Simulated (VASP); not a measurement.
# HfRu3 (Pm-3m) in VASP: a series of runs

Runs on HfRu3. Level: PBE. Tasks: single point.

All numbers are computed with VASP 6.6.1; they aren't measurements. Logs are shortened: lines on timing, memory, paths and dates and some standing lists are left out, and cuts for length are marked.

## (1) The cell of the first run

The structure is cubic, space group Pm-3m (No. 221). Conventional cell: a = 3.956 Å, b = 3.956 Å, c = 3.956 Å, α = 90.00°, β = 90.00°, γ = 90.00°. Within 3.7 Å of Hf (site symmetry m-3m) lie 12 Ru at 2.80 Å. Ru (site symmetry 4/mmm) has 4 Hf at 2.80 Å and 8 Ru at 2.80 Å within 3.7 Å.

## (2) Single point, PBE

Input file INCAR:

```
PREC = Accurate
ENCUT = 520
EDIFF = 1E-6
ISMEAR = -1
SIGMA = 0.05
LREAL = F
LASPH = T
NELM = 100
ALGO = Fast
ISIF = 2
LWAVE = F
LCHARG = T
GGA = PE
LELF = T
LVHAR = T
NBANDS = 34
```

Input file KPOINTS:

```
Automatic mesh
0
Gamma
  7 7 7
```

Input file POSCAR:

```
HfRu3
1.0
    3.9557730000      0.0000000000      0.0000000000
    0.0000000000      3.9557730000      0.0000000000
    0.0000000000      0.0000000000      3.9557730000
Hf Ru
1 3
Direct
    0.0000000000      0.0000000000      0.0000000000
    0.0000000000      0.5000000000      0.5000000000
    0.5000000000      0.0000000000      0.5000000000
    0.5000000000      0.5000000000      0.0000000000
```

Potentials or basis: VASP PAW PBE potentials, release 64 (Hf_pv, Ru_pv).

On the command line:

```
$ cat potpaw_PBE.64/Hf_pv/POTCAR potpaw_PBE.64/Ru_pv/POTCAR > POTCAR
$ mpirun -np 1 vasp_std > vasp.out
```

OUTCAR:

```text
PREC = Accurate
   ENCUT = 520
   EDIFF = 1E-6
   ISMEAR = -1
   LREAL = F
   LASPH = T
   NELM = 100
   ISIF = 2
   GGA = PE

 ion  position               nearest neighbor table
   1  0.000  0.000  0.000-   2 2.80   3 2.80   4 2.80   2 2.80   3 2.80   2 2.80   4 2.80   2 2.80
                             3 2.80   4 2.80   3 2.80   4 2.80
   2  0.000  0.500  0.500-   1 2.80   3 2.80   4 2.80   1 2.80   4 2.80   1 2.80   3 2.80   1 2.80
                             3 2.80   4 2.80   4 2.80   3 2.80
   3  0.500  0.000  0.500-   1 2.80   2 2.80   4 2.80   1 2.80   4 2.80   2 2.80   4 2.80   4 2.80
                             1 2.80   2 2.80   1 2.80   2 2.80
   4  0.500  0.500  0.000-   1 2.80   2 2.80   3 2.80   2 2.80   3 2.80   1 2.80   3 2.80   3 2.80
                             1 2.80   2 2.80   2 2.80   1 2.80

  LATTYP: Found a simple cubic cell.
 ALAT       =     3.9557730000

  Lattice vectors:

 A1 = (   3.9557730000,   0.0000000000,   0.0000000000)
 A2 = (   0.0000000000,   3.9557730000,   0.0000000000)
 A3 = (   0.0000000000,   0.0000000000,   3.9557730000)

Analysis of symmetry for initial positions (statically):
=====================================================================
 Subroutine PRICEL returns:
 Original cell was already a primitive cell.

 Routine SETGRP: Setting up the symmetry group for a
 simple cubic supercell.

 Subroutine GETGRP returns: Found 48 space group operations
 (whereof 48 operations were pure point group operations)
 out of a pool of 48 trial point group operations.

The static configuration has the point symmetry O_h .

Analysis of symmetry for dynamics (positions and initial velocities):
=====================================================================
 Subroutine PRICEL returns:
 Original cell was already a primitive cell.

 Routine SETGRP: Setting up the symmetry group for a
 simple cubic supercell.

 Subroutine GETGRP returns: Found 48 space group operations
 (whereof 48 operations were pure point group operations)
 out of a pool of 48 trial point group operations.

The dynamic configuration has the point symmetry O_h .

 Subroutine INISYM returns: Found 48 space group operations
 (whereof 48 operations are pure point group operations),
 and found     1 'primitive' translations

----------------------------------------------------------------------------------------

                                     Primitive cell

  volume of cell :      61.9005

  direct lattice vectors                    reciprocal lattice vectors
     3.955773000  0.000000000  0.000000000     0.252795092  0.000000000  0.000000000
     0.000000000  3.955773000  0.000000000     0.000000000  0.252795092  0.000000000
     0.000000000  0.000000000  3.955773000     0.000000000  0.000000000  0.252795092

  length of vectors
     3.955773000  3.955773000  3.955773000     0.252795092  0.252795092  0.252795092

  position of ions in fractional coordinates (direct lattice)
     0.000000000  0.000000000  0.000000000
     0.000000000  0.500000000  0.500000000
     0.500000000  0.000000000  0.500000000
     0.500000000  0.500000000  0.000000000

  ion indices of the primitive-cell ions
   primitive index   ion index
                 1           1
                 2           2
                 3           3
                 4           4

----------------------------------------------------------------------------------------

 KPOINTS: Automatic mesh

Automatic generation of k-mesh.
 Grid dimensions read from file:
 generate k-points for:    7    7    7

 Generating k-lattice:

  Cartesian coordinates                     Fractional coordinates (reciprocal lattice)
     0.036113585  0.000000000  0.000000000     0.142857143  0.000000000  0.000000000
     0.000000000  0.036113585  0.000000000     0.000000000  0.142857143  0.000000000
     0.000000000  0.000000000  0.036113585     0.000000000  0.000000000  0.142857143

  Length of vectors
     0.036113585  0.036113585  0.036113585

  Shift w.r.t. Gamma in fractional coordinates (k-lattice)
     0.000000000  0.000000000  0.000000000

 Subroutine IBZKPT returns following result:
 ===========================================

 Found     20 irreducible k-points:

 Following reciprocal coordinates:
            Coordinates               Weight
  0.000000  0.000000  0.000000      1.000000
  0.142857  0.000000  0.000000      6.000000
  0.285714  0.000000  0.000000      6.000000
  0.428571  0.000000  0.000000      6.000000
  0.142857  0.142857  0.000000     12.000000
  0.285714  0.142857  0.000000     24.000000
[... 12 lines left out ...]
  0.428571  0.428571  0.285714     24.000000
  0.428571  0.428571  0.428571      8.000000
   k-points           NKPTS =     20   k-points in BZ     NKDIM =     20   number of bands    NBANDS=     34
   number of dos      NEDOS =    301   number of ions     NIONS =      4
   total plane-waves  NPLWV =  27000
   dimension x,y,z NGX =    30 NGY =   30 NGZ =   30
   dimension x,y,z NGXF=    60 NGYF=   60 NGZF=   60
   ions per type =               1   3
   NGX,Y,Z   is equivalent  to a cutoff of  12.61, 12.61, 12.61 a.u.
   NGXF,Y,Z  is equivalent  to a cutoff of  25.22, 25.22, 25.22 a.u.
 SYSTEM =  unknown system
   PREC   = accura    normal or accurate (medium, high low for compatibility)
   ISTART =      0    job   : 0-new  1-cont  2-samecut
   ICHARG =      2    charge: 1-file 2-atom 10-const
   ISPIN  =      1    spin polarized calculation?
   LNONCOLLINEAR =      F non collinear calculations
   LSORBIT =      F    spin-orbit coupling
   LASPH  =      T    aspherical Exc in radial PAW
   ENCUT  =  520.0 eV  38.22 Ry    6.18 a.u.   7.36  7.36  7.36*2*pi/ulx,y,z
   NELM   =    100;   NELMIN=  2; NELMDL= -5     # of ELM steps
   EDIFF  = 0.1E-05   stopping-criterion for ELM
   LREAL  =      F    real-space projection
   EDIFFG = 0.1E-04   stopping-criterion for IOM
   NSW    =      0    number of steps for IOM
   IBRION =     -1    ionic relax: 0-MD 1-quasi-New 2-CG
   NFREE  =      0    steps in history (QN), initial steepest desc. (CG)
   ISIF   =      2    stress and relaxation
   ISYM   =      2    0-nonsym 1-usesym 2-fastsym
   POTIM  = 0.5000    time-step for ionic-motion
   TEBEG  =    0.0;   TEEND  =   0.0 temperature during run
   PSTRESS=    0.0 pullay stress
   NELECT =      52.0000    total number of electrons
   NUPDOWN=      -1.0000    fix difference up-down
   EMIN   =  10.00;   EMAX   =-10.00  energy-range for DOS
   EFERMI =   0.00;   METHOD = LEGACY
   ISMEAR =    -1;   SIGMA  =   0.05  broadening in eV -4-tet -1-fermi 0-gaus
   EFERMI_NEDOS =   21; number of points for ismear=-14 and -15
   IALGO  =     68    algorithm
   IMIX   =      4    mixing-type and parameters
     AMIX     =   0.40;   BMIX     =  1.00
     AMIX_MAG =   1.60;   BMIX_MAG =  1.00
  volume/ion in A,a.u.               =      15.48       104.43
  Fermi-wavevector in a.u.,A,eV,Ry     =   1.544702  2.919063 32.464901  2.386103
  Thomas-Fermi vector in A             =   2.650185
   LORBIT       =      0    0 simple, 1 ext, 2 COOP (PROOUT), +10 PAW based schemes
   GGA     = PE    functional components
   LHFCALC =     F    Hartree Fock is set to
   AEXX    =    0.0000 exact exchange contribution
   IVDW    =     0    specifies the selected vdW correction
   LEPSILON=     F    determine dielectric tensor
   LRPA    =     F    only Hartree local field effects (RPA)
 non-spin polarized calculation
 RMM-DIIS sequential band-by-band and
  energy-cutoff  :      520.00
  volume of cell :       61.90
 maximum number of plane-waves:      1743
 NGX is ok and might be reduce to    30
   NGX = 15   NGY = 15   NGZ = 15

 number of electron      51.9999966 magnetization

 Free energy of the ion-electron system (eV)
  ---------------------------------------------------
  ext. energy  EPLUGINS =         0.00000000
  ---------------------------------------------------
  free energy    TOTEN  =       -38.43660412 eV

  energy without entropy =      -38.39660037  energy(sigma->0) =      -38.41660225

 E-fermi :   9.5861     XC(G=0): -13.2439

 val. band max:        9.5731272938   @ k =   0.4286   0.0000   0.0000
 cond. band min:       9.8119485403   @ k =   0.2857   0.2857   0.2857
 fundamental gap:      0.2388212465
 Fermi energy:         9.5860775186

 k-point     1 :       0.0000    0.0000    0.0000
  band No.  band energies     occupation
      1     -32.8305      2.00000
      2     -32.8305      2.00000
      3     -32.8305      2.00000
      4     -32.4914      2.00000
      5     -32.4914      2.00000
      6     -32.4914      2.00000
[... 26 lines left out ...]
     33      14.5122      0.00000
     34      16.1651      0.00000

 k-point     2 :       0.1429    0.0000    0.0000
  band No.  band energies     occupation
      1     -32.8171      2.00000
      2     -32.8171      2.00000
      3     -32.8081      2.00000
      4     -32.4958      2.00000
      5     -32.4958      2.00000
      6     -32.4929      2.00000
[... 26 lines left out ...]
     33      14.5412      0.00000
     34      16.1629      0.00000

 k-point     3 :       0.2857    0.0000    0.0000
  band No.  band energies     occupation
      1     -32.7829      2.00000
      2     -32.7829      2.00000
      3     -32.7453      2.00000
      4     -32.5110      2.00000
      5     -32.5110      2.00000
      6     -32.4965      2.00000
[... 26 lines left out ...]
     33      13.9070      0.00000
     34      16.0168      0.00000
[... 556 lines left out ...]
 k-point    19 :       0.4286    0.4286    0.2857
  band No.  band energies     occupation
      1     -32.9506      2.00000
      2     -32.7402      2.00000
      3     -32.7036      2.00000
      4     -32.7014      2.00000
      5     -32.4806      2.00000
      6     -32.4286      2.00000
[... 26 lines left out ...]
     33      13.6450      0.00000
     34      14.8663      0.00000

 k-point    20 :       0.4286    0.4286    0.4286
  band No.  band energies     occupation
      1     -32.9972      2.00000
      2     -32.7447      2.00000
      3     -32.7439      2.00000
      4     -32.7439      2.00000
      5     -32.4244      2.00000
      6     -32.4244      2.00000
[... 26 lines left out ...]
     33      13.8786      0.00000
     34      14.5059      0.00000

------------------------ aborting loop because EDIFF is reached ----------------------------------------

  FORCE on cell =-STRESS in cart. coord.  units (eV):
  Direction    XX          YY          ZZ          XY          YZ          ZX
  --------------------------------------------------------------------------------------
  -------------------------------------------------------------------------------------
  Total       -0.7621955     -0.7621955     -0.7621955      0.0000000      0.0000000     -0.0000000
  in kB      -19.7279928    -19.7279928    -19.7279928      0.0000000      0.0000000     -0.0000000
  external PRESSURE =     -19.7279928 kB  Pullay stress =       0.0000000 kB

 VOLUME and BASIS-vectors are now :
 -----------------------------------------------------------------------------
  energy-cutoff  :      520.00
  volume of cell :       61.90
      direct lattice vectors                 reciprocal lattice vectors
     3.955773000  0.000000000  0.000000000     0.252795092  0.000000000  0.000000000
     0.000000000  3.955773000  0.000000000     0.000000000  0.252795092  0.000000000
     0.000000000  0.000000000  3.955773000     0.000000000  0.000000000  0.252795092

 POSITION                                       TOTAL-FORCE (eV/Angst)
 -----------------------------------------------------------------------------------
      0.00000      0.00000      0.00000         0.000000      0.000000      0.000000
      0.00000      1.97789      1.97789         0.000000      0.000000      0.000000
      1.97789      0.00000      1.97789         0.000000      0.000000      0.000000
      1.97789      1.97789      0.00000         0.000000      0.000000      0.000000
 -----------------------------------------------------------------------------------
    total drift:                                0.000000      0.000000     -0.000000

  FREE ENERGIE OF THE ION-ELECTRON SYSTEM (eV)
  ---------------------------------------------------
  free  energy   TOTEN  =       -38.4366041224 eV

  energy  without entropy=      -38.3966003710  energy(sigma->0) =      -38.41660225
```

It took 28 s on 1 thread of AMD EPYC 9R14 (Zen 4), shared host; peak memory 0.15 GiB.

Results:

| Property | Result |
| --- | --- |
| Free energy | -38.4366 eV |
| Pressure | -2.0 GPa |
| Band gap on the k mesh | zero (band 26 reaches 11.83 eV, above the bottom of band 27 at 9.21 eV) |

Caveat: spin-orbit coupling is left out, which moves the levels of the heavy elements.

## (3) Single point, PBE

Input file INCAR:

```
ALGO     = Normal         # electronic algorithm
EDIFF    = 1E-7           # SCF threshold, eV
ENCUT    = 520            # plane-wave cutoff, eV
GGA      = PE             # functional
ISIF     = 2              # what is computed and relaxed
ISMEAR   = 1              # smearing method
LASPH    = T              # aspherical terms in the spheres
LCHARG   = F              # write CHGCAR
LREAL    = F              # projectors in reciprocal space
LWAVE    = F              # write WAVECAR
NBANDS   = 34             # bands
NELM     = 100            # most SCF steps
PREC     = Accurate       # precision mode
SIGMA    = 0.05           # smearing width, eV
```

Input file KPOINTS:

```
k-points
0
Gamma
  6 6 6
```

POSCAR is that of step 2.

Potentials or basis: VASP PAW PBE potentials, release 64 (Hf_pv, Ru_pv).

On the command line:

```
$ cat potpaw_PBE.64/Hf_pv/POTCAR potpaw_PBE.64/Ru_pv/POTCAR > POTCAR
$ mpirun -np 1 vasp_std > vasp.out
```

Wall time 42 s (1 thread of Intel Xeon Platinum 8259CL at 2.50GHz (Skylake/Cascade Lake), shared host); peak memory 0.19 GiB.

It converged, with:

```yaml
Free_energy: -38.3983 eV
Pressure: -1.9 GPa
Band_gap_on_the_k_mesh: zero (band 26 reaches 11.83 eV, above the bottom of band 27 at 8.88 eV)
```

Levels at points of the mesh, in eV from the Fermi level:
| k point | band 22 | band 23 | band 24 | band 25 | band 26 | band 27 | band 28 | band 29 | band 30 | band 31 |
| --- | --- | --- | --- | --- | --- | --- | --- | --- | --- | --- |
| (0.00, 0.00, 0.00) | -1.42 | 0.51 | 0.51 | 1.67 | 2.12 | 2.12 | 2.12 | 3.81 | 3.81 | 3.81 |
| (0.50, 0.00, 0.00) | -2.21 | -0.98 | -0.70 | -0.33 | -0.33 | -0.26 | 0.81 | 2.12 | 2.31 | 2.31 |
| (0.50, 0.50, 0.00) | -2.24 | -2.13 | -1.07 | -0.85 | -0.83 | -0.83 | -0.04 | 0.03 | 3.06 | 3.06 |
| (0.50, 0.50, 0.50) | -1.52 | -0.95 | -0.95 | 0.92 | 1.56 | 1.56 | 1.56 | 1.70 | 1.70 | 1.70 |

Caveat: spin-orbit coupling is left out, which moves the levels of the heavy elements.
